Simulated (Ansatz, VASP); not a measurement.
# One calculation of Y, two programs

Contents of INCAR:

```
SYSTEM = Y
  PREC = Accurate
  ENCUT = 520
  EDIFF = 1E-6
  ISMEAR = 0
  SIGMA = 0.15
  LREAL = .False.
  LASPH = .True.
  NELM = 60
  ALGO = Fast
  ISIF = 2
  LWAVE = .False.
  LCHARG = .False.
  GGA = PE
  NBANDS = 18
```

KPOINTS

```
Automatic mesh
0
Gamma
  18 18 8
  0 0 0
```

POSCAR

```
Y
1.0
    3.3593792981      0.0000000000      0.0000000000
   -1.6796896490      2.9093078131      0.0000000000
    0.0000000000      0.0000000000      6.2071920000
Y
2
Direct
    0.3333333333      0.6666666667      0.2500000000
    0.6666666667      0.3333333333      0.7500000000
```

Input for Ansatz:

```yaml
crystal:
  lattice:
    - [3.3593792981, 0.0, 0.0]
    - [-1.679689649, 2.9093078131, 0.0]
    - [0.0, 0.0, 6.207192]
  atoms:
    - { symbol: "Y", position: [0.3333333333, 0.6666666667, 0.25] }
    - { symbol: "Y", position: [0.6666666667, 0.3333333333, 0.75] }
basis:
  ecutwfc: 420
kpoints:
  mp_grid: { grid: [18, 18, 8] }
hamiltonian:
  xc: pbe
scf:
  occupations: { method: gaussian, width: 0.15 }
output:
  forces: true
  stress: true
  eigenvalues: true
  write_density: true
  write_potential: true
  elf: true
  volumetric_format: npy
```

Change from the starting cell: strain -0.080 along x and y, +0.080 along z, atoms carried along.

Alike in both runs: task single point; functional PBE; k mesh 18 × 18 × 8; occupations gaussian, width 0.15 eV; no spin polarisation.

|  | VASP | Ansatz |
| --- | --- | --- |
| version | VASP 6.6.1 | Ansatz 0.2.0 |
| potentials or method | VASP PAW PBE potentials, release 64 (Y_sv), cutoff 520 eV | scalar-relativistic, plane waves, PAW |
| valence electrons in the cell | 22 | 22 |

Ansatz gave:

```
gap on the k mesh at the Fermi level (eV)                     : none
pressure (GPa)                                                : 3.7
traceless stress, the component that is largest in VASP (GPa) : -6.31
```

Task: What did VASP give for the same quantities?

Result: gap on the k mesh at the Fermi level (eV): none; pressure (GPa): 3.6; traceless stress, the component that is largest in VASP (GPa): -6.29.

A gap of «none» marks a metal or a gap that the smearing closes. With one functional, cell and mesh, what is left measures potentials, basis and numerics.
